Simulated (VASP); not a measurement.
# Sn (Im-3m) in VASP: further runs

Aim: see how the results for Sn move with the level of theory and the settings. Levels: PBE, HF, PBE+D3(BJ), PBE+D4. Tasks: single point, relaxation of cell and atoms.

Everything below comes from runs of VASP 6.6.1. Logs are shortened: lines on timing, memory, paths and dates and some standing lists are left out, and cuts for length are marked.

## (1) The cell of the first run

Symmetry: Im-3m, No. 229, cubic system. The conventional cell has a = 3.789 Å, b = 3.789 Å, c = 3.789 Å, α = 90.00°, β = 90.00°, γ = 90.00°. Sn (site symmetry m-3m) has 14 Sn at 3.28 to 3.79 Å within 4.3 Å.

## (2) Single point, PBE

INCAR

```
SYSTEM = Sn
PREC = Accurate
ENCUT = 500
EDIFF = 1E-6
ISMEAR = 0
SIGMA = 0.015
LREAL = .FALSE.
LASPH = .TRUE.
NELM = 120
ALGO = Normal
ISIF = 2
LWAVE = .FALSE.
LCHARG = .TRUE.
GGA = PE
LELF = .TRUE.
LVHAR = .TRUE.
NBANDS = 13
GGA_COMPAT = .FALSE.
```

KPOINTS

```
regular mesh
0
G
  10 10 10
  0 0 0
```

POSCAR

```
Sn
1.0
   -1.8946518192      1.8946518192      1.8946518192
    1.8946518192     -1.8946518192      1.8946518192
    1.8946518192      1.8946518192     -1.8946518192
Sn
1
Direct
    0.0000000000      0.0000000000      0.0000000000
```

Potentials or basis: VASP PAW PBE potentials, release 64 (Sn_d).

The run is started by

```console
$ cat potpaw_PBE.64/Sn_d/POTCAR > POTCAR
$ mpirun -np 1 vasp_std > vasp.out
```

OUTCAR:

```text
SYSTEM = Sn
   PREC = Accurate
   ENCUT = 500
   EDIFF = 1E-6
   ISMEAR = 0
   LREAL = .FALSE.
   LASPH = .TRUE.
   NELM = 120
   ISIF = 2
   GGA = PE

 ion  position               nearest neighbor table
   1  0.000  0.000  0.000-

  LATTYP: Found a body centered cubic cell.
 ALAT       =     3.7893036384

  Lattice vectors:

 A1 = (  -1.8946518192,   1.8946518192,   1.8946518192)
 A2 = (   1.8946518192,  -1.8946518192,   1.8946518192)
 A3 = (   1.8946518192,   1.8946518192,  -1.8946518192)

Analysis of symmetry for initial positions (statically):
=====================================================================
 Subroutine PRICEL returns:
 Original cell was already a primitive cell.

 Routine SETGRP: Setting up the symmetry group for a
 body centered cubic supercell.

 Subroutine GETGRP returns: Found 48 space group operations
 (whereof 48 operations were pure point group operations)
 out of a pool of 48 trial point group operations.

The static configuration has the point symmetry O_h .

Analysis of symmetry for dynamics (positions and initial velocities):
=====================================================================
 Subroutine PRICEL returns:
 Original cell was already a primitive cell.

 Routine SETGRP: Setting up the symmetry group for a
 body centered cubic supercell.

 Subroutine GETGRP returns: Found 48 space group operations
 (whereof 48 operations were pure point group operations)
 out of a pool of 48 trial point group operations.

The dynamic configuration has the point symmetry O_h .

 Subroutine INISYM returns: Found 48 space group operations
 (whereof 48 operations are pure point group operations),
 and found     1 'primitive' translations

----------------------------------------------------------------------------------------

                                     Primitive cell

  volume of cell :      27.2050

  direct lattice vectors                    reciprocal lattice vectors
    -1.894651819  1.894651819  1.894651819     0.000000000  0.263900731  0.263900731
     1.894651819 -1.894651819  1.894651819     0.263900731  0.000000000  0.263900731
     1.894651819  1.894651819 -1.894651819     0.263900731  0.263900731  0.000000000

  length of vectors
     3.281633214  3.281633214  3.281633214     0.373211993  0.373211993  0.373211993

  position of ions in fractional coordinates (direct lattice)
     0.000000000  0.000000000  0.000000000

  ion indices of the primitive-cell ions
[... 81 lines left out ...]
   ISYM   =      2    0-nonsym 1-usesym 2-fastsym
   POTIM  = 0.5000    time-step for ionic-motion
   TEBEG  =    0.0;   TEEND  =   0.0 temperature during run
   PSTRESS=    0.0 pullay stress
   NELECT =      14.0000    total number of electrons
   NUPDOWN=      -1.0000    fix difference up-down
   EMIN   =  10.00;   EMAX   =-10.00  energy-range for DOS
   EFERMI =   0.00;   METHOD = LEGACY
   ISMEAR =     0;   SIGMA  =   0.01  broadening in eV -4-tet -1-fermi 0-gaus
   EFERMI_NEDOS =   21; number of points for ismear=-14 and -15
   IALGO  =     38    algorithm
   IMIX   =      4    mixing-type and parameters
     AMIX     =   0.40;   BMIX     =  1.00
     AMIX_MAG =   1.60;   BMIX_MAG =  1.00
  volume/ion in A,a.u.               =      27.20       183.59
  Fermi-wavevector in a.u.,A,eV,Ry     =   1.311902  2.479136 23.416813  1.721087
  Thomas-Fermi vector in A             =   2.442332
   LORBIT       =      0    0 simple, 1 ext, 2 COOP (PROOUT), +10 PAW based schemes
   GGA     = PE    functional components
   LHFCALC =     F    Hartree Fock is set to
   AEXX    =    0.0000 exact exchange contribution
   IVDW    =     0    specifies the selected vdW correction
   LEPSILON=     F    determine dielectric tensor
   LRPA    =     F    only Hartree local field effects (RPA)
 non-spin polarized calculation
 Gauss-broadening in eV      SIGMA  =   0.01
  energy-cutoff  :      500.00
  volume of cell :       27.20
 maximum number of plane-waves:       706
   NGX = 11   NGY = 11   NGZ = 11

 number of electron      13.9999996 magnetization

 Free energy of the ion-electron system (eV)
  ---------------------------------------------------
  ext. energy  EPLUGINS =         0.00000000
  ---------------------------------------------------
  free energy    TOTEN  =        -3.75858382 eV

  energy without entropy =       -3.75841682  energy(sigma->0) =       -3.75850032

 E-fermi :   8.0715     XC(G=0): -10.3645

 val. band max:        8.0577933004   @ k =   0.3000   0.0000   0.0000
 cond. band min:       8.0789596440   @ k =   0.2000   0.2000   0.2000
 fundamental gap:      0.0211663435
 Fermi energy:         8.0714623994

 k-point     1 :       0.0000    0.0000    0.0000
  band No.  band energies     occupation
      1     -13.4898      2.00000
      2     -13.4898      2.00000
      3     -13.4898      2.00000
      4     -13.3520      2.00000
      5     -13.3520      2.00000
      6      -3.0014      2.00000
      7      16.0386      0.00000
      8      16.0386      0.00000
      9      16.0386      0.00000
     10      20.1930      0.00000
     11      20.1930      0.00000
     12      20.1930      0.00000
     13      20.8033      0.00000
[... 354 lines left out ...]
  band No.  band energies     occupation
      1     -13.4975      2.00000
      2     -13.4527      2.00000
      3     -13.3841      2.00000
      4     -13.3605      2.00000
      5     -13.3491      2.00000
      6      -0.8262      2.00000
      7       8.2378      0.00000
      8      11.9275      0.00000
      9      13.2337      0.00000
     10      17.0751      0.00000
     11      18.0823      0.00000
     12      19.0587      0.00000
     13      24.8502      0.00000

 [... further k-points ...]

------------------------ aborting loop because EDIFF is reached ----------------------------------------

  FORCE on cell =-STRESS in cart. coord.  units (eV):
  Direction    XX          YY          ZZ          XY          YZ          ZX
  --------------------------------------------------------------------------------------
  -------------------------------------------------------------------------------------
  Total        0.1045667      0.1045667      0.1045667      0.0000000     -0.0000000      0.0000000
  in kB        6.1582266      6.1582266      6.1582266      0.0000000     -0.0000000      0.0000000
  external PRESSURE =       6.1582266 kB  Pullay stress =       0.0000000 kB

 VOLUME and BASIS-vectors are now :
 -----------------------------------------------------------------------------
  energy-cutoff  :      500.00
  volume of cell :       27.20
      direct lattice vectors                 reciprocal lattice vectors
    -1.894651819  1.894651819  1.894651819     0.000000000  0.263900731  0.263900731
     1.894651819 -1.894651819  1.894651819     0.263900731  0.000000000  0.263900731
     1.894651819  1.894651819 -1.894651819     0.263900731  0.263900731  0.000000000

 POSITION                                       TOTAL-FORCE (eV/Angst)
 -----------------------------------------------------------------------------------
      0.00000      0.00000      0.00000         0.000000      0.000000      0.000000
 -----------------------------------------------------------------------------------
    total drift:                                0.000000      0.000000      0.000000

  FREE ENERGIE OF THE ION-ELECTRON SYSTEM (eV)
  ---------------------------------------------------
  free  energy   TOTEN  =        -3.7585838201 eV

  energy  without entropy=       -3.7584168194  energy(sigma->0) =       -3.75850032
```

OSZICAR:

```text
N       E                     dE             d eps       ncg     rms          rms(c)
DAV:   1     0.799295100211E+02    0.79930E+02   -0.70596E+03  1262   0.156E+03
DAV:   2     0.193909345726E+01   -0.77990E+02   -0.75759E+02  1317   0.337E+02
DAV:   3    -0.365702308282E+01   -0.55961E+01   -0.55808E+01  1462   0.733E+01
DAV:   4    -0.376821078633E+01   -0.11119E+00   -0.11117E+00  1483   0.111E+01
DAV:   5    -0.377188339254E+01   -0.36726E-02   -0.36726E-02  1568   0.191E+00    0.132E+00
DAV:   6    -0.376187569617E+01    0.10008E-01   -0.10588E-02  1522   0.179E+00    0.734E-01
DAV:   7    -0.375870874710E+01    0.31669E-02   -0.68519E-03  1535   0.136E+00    0.101E-01
DAV:   8    -0.375858201844E+01    0.12673E-03   -0.67072E-04  1497   0.428E-01    0.230E-02
DAV:   9    -0.375858250440E+01   -0.48596E-06   -0.13148E-05  1674   0.488E-02    0.108E-02
DAV:  10    -0.375858376926E+01   -0.12649E-05   -0.15819E-06  1399   0.128E-02    0.888E-04
DAV:  11    -0.375858382007E+01   -0.50814E-07   -0.28305E-08   821   0.233E-03
   1 F= -.37585838E+01 E0= -.37585003E+01  d E =-.167001E-03
```

stdout:

```text
POSCAR found type information on POSCAR Sn
 POSCAR found :  1 types and       1 ions
 scaLAPACK will be used
 LDA part: xc-table for (Slater+PW92), standard interpolation
 POSCAR, INCAR and KPOINTS ok, starting setup
 FFT: planning ... GRIDC
 FFT: planning ... GRID_SOFT
 FFT: planning ... GRID
 WAVECAR not read
 entering main loop
```

Run time: 9.6 s. Hardware: 1 thread of Intel Xeon Platinum 8488C (Sapphire Rapids), shared host; peak memory 0.14 GiB.

Results:

```
Free energy            : -3.7586 eV
Pressure               : 0.6 GPa
Band gap on the k mesh : zero (band 7 reaches 16.04 eV, above the bottom of band 8 at 5.80 eV)
```

Levels at points of the mesh, in eV from the Fermi level:
```tsv
k point	band 5	band 6	band 7	band 8	band 9	band 10
(0.00, 0.00, 0.00)	-21.42	-11.07	7.97	7.97	7.97	12.12
(0.50, 0.00, 0.00)	-21.34	-6.40	-4.41	3.61	5.45	7.96
(0.50, 0.50, 0.50)	-21.36	-2.47	-0.47	-0.47	-0.47	3.84
```

Caveat: spin-orbit coupling is left out, which moves the levels of the heavy elements.

## (3) Single point, PBE

INCAR

```
SYSTEM = Sn
PREC = Accurate
ENCUT = 500
EDIFF = 1E-6
ISMEAR = 0
SIGMA = 0.025
LREAL = .False.
LASPH = .True.
NELM = 120
ALGO = Normal
ISIF = 2
LWAVE = .False.
LCHARG = .True.
GGA = PE
LELF = .True.
LVHAR = .True.
NBANDS = 13
GGA_COMPAT = .False.
```

KPOINTS

```
regular mesh
0
Gamma
  10 10 10
  0 0 0
```

POSCAR is that of step 2.

Potentials or basis: VASP PAW PBE potentials, release 64 (Sn_d).

The run is started by

```console
$ cat potpaw_PBE.64/Sn_d/POTCAR > POTCAR
$ mpirun -np 1 vasp_std > vasp.out
```

OUTCAR:

```text
SYSTEM = Sn
   PREC = Accurate
   ENCUT = 500
   EDIFF = 1E-6
   ISMEAR = 0
   LREAL = .False.
   LASPH = .True.
   NELM = 120
   ISIF = 2
   GGA = PE

 ion  position               nearest neighbor table
   1  0.000  0.000  0.000-

  LATTYP: Found a body centered cubic cell.
 ALAT       =     3.7893036384

  Lattice vectors:

 A1 = (  -1.8946518192,   1.8946518192,   1.8946518192)
 A2 = (   1.8946518192,  -1.8946518192,   1.8946518192)
 A3 = (   1.8946518192,   1.8946518192,  -1.8946518192)

Analysis of symmetry for initial positions (statically):
=====================================================================
 Subroutine PRICEL returns:
 Original cell was already a primitive cell.

 Routine SETGRP: Setting up the symmetry group for a
 body centered cubic supercell.

 Subroutine GETGRP returns: Found 48 space group operations
[... 9 lines left out ...]

 Routine SETGRP: Setting up the symmetry group for a
 body centered cubic supercell.

 Subroutine GETGRP returns: Found 48 space group operations
[... 11 lines left out ...]
                                     Primitive cell

  volume of cell :      27.2050

  direct lattice vectors                    reciprocal lattice vectors
    -1.894651819  1.894651819  1.894651819     0.000000000  0.263900731  0.263900731
     1.894651819 -1.894651819  1.894651819     0.263900731  0.000000000  0.263900731
     1.894651819  1.894651819 -1.894651819     0.263900731  0.263900731  0.000000000

  length of vectors
     3.281633214  3.281633214  3.281633214     0.373211993  0.373211993  0.373211993

  position of ions in fractional coordinates (direct lattice)
     0.000000000  0.000000000  0.000000000

  ion indices of the primitive-cell ions
   primitive index   ion index
                 1           1

----------------------------------------------------------------------------------------

 KPOINTS: regular mesh

Automatic generation of k-mesh.
[... 85 lines left out ...]
     AMIX     =   0.40;   BMIX     =  1.00
     AMIX_MAG =   1.60;   BMIX_MAG =  1.00
  volume/ion in A,a.u.               =      27.20       183.59
  Fermi-wavevector in a.u.,A,eV,Ry     =   1.311902  2.479136 23.416813  1.721087
  Thomas-Fermi vector in A             =   2.442332
   LORBIT       =      0    0 simple, 1 ext, 2 COOP (PROOUT), +10 PAW based schemes
   GGA     = PE    functional components
   LHFCALC =     F    Hartree Fock is set to
   AEXX    =    0.0000 exact exchange contribution
   IVDW    =     0    specifies the selected vdW correction
   LEPSILON=     F    determine dielectric tensor
   LRPA    =     F    only Hartree local field effects (RPA)
 non-spin polarized calculation
 Gauss-broadening in eV      SIGMA  =   0.03
  energy-cutoff  :      500.00
  volume of cell :       27.20
 maximum number of plane-waves:       706
   NGX = 11   NGY = 11   NGZ = 11

 number of electron      13.9999996 magnetization

 Free energy of the ion-electron system (eV)
  ---------------------------------------------------
  ext. energy  EPLUGINS =         0.00000000
  ---------------------------------------------------
  free energy    TOTEN  =        -3.75872756 eV

  energy without entropy =       -3.75830373  energy(sigma->0) =       -3.75851564

 E-fermi :   8.0691     XC(G=0): -10.3646

 val. band max:        8.0576397715   @ k =   0.3000   0.0000   0.0000
 cond. band min:       8.0788517967   @ k =   0.2000   0.2000   0.2000
 fundamental gap:      0.0212120252
 Fermi energy:         8.0691129994

 k-point     1 :       0.0000    0.0000    0.0000
  band No.  band energies     occupation
      1     -13.4905      2.00000
      2     -13.4905      2.00000
      3     -13.4905      2.00000
      4     -13.3527      2.00000
      5     -13.3527      2.00000
      6      -3.0015      2.00000
      7      16.0384      0.00000
      8      16.0384      0.00000
      9      16.0384      0.00000
     10      20.1930      0.00000
     11      20.1930      0.00000
     12      20.1930      0.00000
     13      20.8031      0.00000
[... 354 lines left out ...]
  band No.  band energies     occupation
      1     -13.4982      2.00000
      2     -13.4535      2.00000
      3     -13.3849      2.00000
      4     -13.3613      2.00000
      5     -13.3498      2.00000
      6      -0.8263      2.00000
      7       8.2377      0.00000
      8      11.9273      0.00000
      9      13.2336      0.00000
     10      17.0751      0.00000
     11      18.0821      0.00000
     12      19.0586      0.00000
     13      24.8501      0.00000

 [... further k-points ...]
[... 5 lines left out ...]
  --------------------------------------------------------------------------------------
  -------------------------------------------------------------------------------------
  Total        0.1000463      0.1000463      0.1000463     -0.0000000     -0.0000000     -0.0000000
  in kB        5.8920094      5.8920094      5.8920094     -0.0000000     -0.0000000     -0.0000000
  external PRESSURE =       5.8920094 kB  Pullay stress =       0.0000000 kB

 VOLUME and BASIS-vectors are now :
 -----------------------------------------------------------------------------
  energy-cutoff  :      500.00
  volume of cell :       27.20
      direct lattice vectors                 reciprocal lattice vectors
    -1.894651819  1.894651819  1.894651819     0.000000000  0.263900731  0.263900731
     1.894651819 -1.894651819  1.894651819     0.263900731  0.000000000  0.263900731
     1.894651819  1.894651819 -1.894651819     0.263900731  0.263900731  0.000000000

 POSITION                                       TOTAL-FORCE (eV/Angst)
 -----------------------------------------------------------------------------------
      0.00000      0.00000      0.00000        -0.000000     -0.000000      0.000000
 -----------------------------------------------------------------------------------
    total drift:                                0.000000      0.000000      0.000000

  FREE ENERGIE OF THE ION-ELECTRON SYSTEM (eV)
  ---------------------------------------------------
  free  energy   TOTEN  =        -3.7587275605 eV

  energy  without entropy=       -3.7583037266  energy(sigma->0) =       -3.75851564
```

OSZICAR:

```text
N       E                     dE             d eps       ncg     rms          rms(c)
DAV:   1     0.799293185355E+02    0.79929E+02   -0.70596E+03  1262   0.156E+03
DAV:   2     0.193892906659E+01   -0.77990E+02   -0.75753E+02  1317   0.337E+02
DAV:   3    -0.365718405323E+01   -0.55961E+01   -0.55808E+01  1462   0.733E+01
DAV:   4    -0.376837346295E+01   -0.11119E+00   -0.11117E+00  1483   0.111E+01
DAV:   5    -0.377204608885E+01   -0.36726E-02   -0.36726E-02  1568   0.191E+00    0.132E+00
DAV:   6    -0.376203154810E+01    0.10015E-01   -0.10591E-02  1522   0.179E+00    0.735E-01
DAV:   7    -0.375885239151E+01    0.31792E-02   -0.69244E-03  1535   0.137E+00    0.100E-01
DAV:   8    -0.375872552959E+01    0.12686E-03   -0.68073E-04  1497   0.432E-01    0.219E-02
DAV:   9    -0.375872632447E+01   -0.79488E-06   -0.13273E-05  1674   0.488E-02    0.121E-02
DAV:  10    -0.375872750847E+01   -0.11840E-05   -0.16305E-06  1389   0.121E-02    0.929E-04
DAV:  11    -0.375872756052E+01   -0.52045E-07   -0.28536E-08   821   0.231E-03
   1 F= -.37587276E+01 E0= -.37585156E+01  d E =-.423834E-03
```

Run time: 8.7 s. Hardware: 1 thread of Intel Xeon Platinum 8488C (Sapphire Rapids), shared host; peak memory 0.14 GiB.

Results:

```
Free energy            : -3.7587 eV
Pressure               : 0.6 GPa
Band gap on the k mesh : zero (band 7 reaches 16.04 eV, above the bottom of band 8 at 5.80 eV)
```

Levels at points of the mesh, in eV from the Fermi level:
```csv
k point,band 3,band 4,band 5,band 6,band 7,band 8,band 9,band 10,band 11,band 12
"(0.00, 0.00, 0.00)",-21.56,-21.42,-21.42,-11.07,7.97,7.97,7.97,12.12,12.12,12.12
"(0.50, 0.00, 0.00)",-21.43,-21.43,-21.34,-6.40,-4.41,3.61,5.45,7.96,8.26,14.97
"(0.50, 0.50, 0.50)",-21.36,-21.36,-21.36,-2.47,-0.47,-0.47,-0.47,3.84,3.84,18.20
```

Caveat: spin-orbit coupling is left out, which moves the levels of the heavy elements.

## (4) Relaxation of cell and atoms, HF

POSCAR is that of step 3.

INCAR.step1

```
SYSTEM = Sn
ALGO = Normal
EDIFF = 1E-5
ENCUT = 600
GGA = PE
ISMEAR = -1
LASPH = .TRUE.
LCHARG = .FALSE.
LREAL = .FALSE.
LWAVE = .TRUE.
NBANDS = 13
NELM = 60
PREC = Accurate
SIGMA = 0.05
```

INCAR.step2

```
SYSTEM = Sn
AEXX = 1.0
AGGAC = 0.0
ALDAC = 0.0
ALGO = Normal
EDIFF = 1E-6
EDIFFG = -0.01
ENCUT = 600
GGA = PE
IBRION = 2
ISIF = 3
ISMEAR = -1
ISTART = 1
LASPH = .TRUE.
LCHARG = .FALSE.
LHFCALC = .TRUE.
LREAL = .FALSE.
LWAVE = .FALSE.
NELM = 60
NSW = 60
PREC = Accurate
PRECFOCK = Normal
SIGMA = 0.05
```

KPOINTS

```
k-points
0
G
  5 5 5
  0 0 0
```

The run is started by

```console
$ cat potpaw_PBE.64/Sn_d/POTCAR > POTCAR
$ cp INCAR.step1 INCAR
$ mpirun -np 1 vasp_std > vasp.out
$ cp INCAR.step2 INCAR
$ mpirun -np 1 vasp_std > vasp.out
```

It took 11 min on 1 thread of Intel Xeon 6975P-C (Granite Rapids), shared host; peak memory 0.18 GiB.

The run converged. Its results:

- Free energy: -6.3343 eV
- Relaxed volume: 31.40 Å³/atom
- Relaxed cell: a = 3.442 Å, b = 3.442 Å, c = 3.442 Å, α = 109.47°, β = 109.47°, γ = 109.47°
- Space group after relaxing (to 0.05 Å): Im-3m (No. 229)
- Energy gained by relaxing: 87.8 meV/atom
- Ionic steps: 3
- Pressure after relaxing: 0.0 GPa
- Band gap on the k mesh: zero (band 7 reaches 19.02 eV, above the bottom of band 8 at 4.14 eV)

The path:
```csv
step,energy change (eV),largest force (eV/Å),pressure (GPa),volume (Å³)
1,0.0000,0.0000,7.48,27.20
2,-0.0836,0.0000,-1.25,32.52
3,-0.0878,0.0000,0.05,31.40
```

Final structure:
```xyz
1
Lattice="-1.9875 1.9875 1.9875 1.9875 -1.9875 1.9875 1.9875 1.9875 -1.9875" Properties=species:S:1:pos:R:3 pbc="T T T"
Sn    0.0000    0.0000    0.0000
```

Levels at points of the mesh, in eV from the Fermi level:
| k point | band 5 | band 6 | band 7 | band 8 | band 9 | band 10 |
| --- | --- | --- | --- | --- | --- | --- |
| (0.00, 0.00, 0.00) | -32.95 | -17.78 | 10.58 | 10.58 | 10.58 | 15.77 |

Caveat: the k points lie up to 0.45 Å⁻¹ apart in the final cell; the volume moved by over 15 % at a fixed basis, so the end points are rough; the PAW data sets were made with another functional, which shifts forces and pressure a little; spin-orbit coupling is left out, which moves the levels of the heavy elements.

(Part 1 of 2 ends here.)
